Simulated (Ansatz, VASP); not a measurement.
**CaO in VASP and in Ansatz**

Contents of INCAR:

```
SYSTEM = CaO
PREC = Accurate
ENCUT = 600
EDIFF = 1E-6
ISMEAR = 0
SIGMA = 0.1
LREAL = .FALSE.
LASPH = .TRUE.
NELM = 120
ALGO = Normal
ISIF = 2
LWAVE = .FALSE.
LCHARG = .TRUE.
GGA = PS
LELF = .TRUE.
LVHAR = .TRUE.
NBANDS = 15
GGA_COMPAT = .FALSE.
```

Contents of KPOINTS:

```
regular mesh
0
G
  6 6 6
  0 0 0
```

File POSCAR:

```
CaO
1.0
    0.0000000000      2.4055000000      2.4055000000
    2.4055000000      0.0000000000      2.4055000000
    2.4055000000      2.4055000000      0.0000000000
Ca O
1 1
Direct
    0.0000000000      0.0000000000      0.0000000000
    0.5000000000      0.5000000000      0.5000000000
```

Input for Ansatz:

```yaml
crystal:
  lattice:
    - [0.0, 2.4055, 2.4055]
    - [2.4055, 0.0, 2.4055]
    - [2.4055, 2.4055, 0.0]
  atoms:
    - { symbol: Ca, position: [0.0, 0.0, 0.0] }
    - { symbol: O, position: [0.5, 0.5, 0.5] }
basis:
  ecutwfc: 600.0
kpoints:
  mp_grid: { grid: [6, 6, 6] }
hamiltonian:
  xc: pbesol
  pseudopotentials: { kind: paw, azcp: { folder: soft_1 } }
scf:
  occupations: { method: gaussian, width: 0.1 }
output:
  forces: true
  stress: true
  eigenvalues: true
```

Alike in both runs: task single point; functional PBEsol; k mesh 6 × 6 × 6; occupations gaussian, width 0.1 eV; no spin polarisation.

|  | VASP | Ansatz |
| --- | --- | --- |
| version | VASP 6.6.1 | Ansatz 0.2.0 |
| potentials or method | VASP PAW PBE potentials, release 64 (Ca_sv, O), cutoff 600 eV | scalar-relativistic, plane waves, PAW |
| valence electrons in the cell | 16 | 16 |

```csv
,VASP,Ansatz,Ansatz less VASP
gap on the k mesh at the Fermi level (eV),3.54,3.56,+0.020
least direct gap on the mesh (eV),3.91,3.93,+0.020
pressure (GPa),-2.5,-3.0,-0.49
```

VASP's potentials were made for PBE, not for PBEsol, and Ansatz warns of the same on its side.
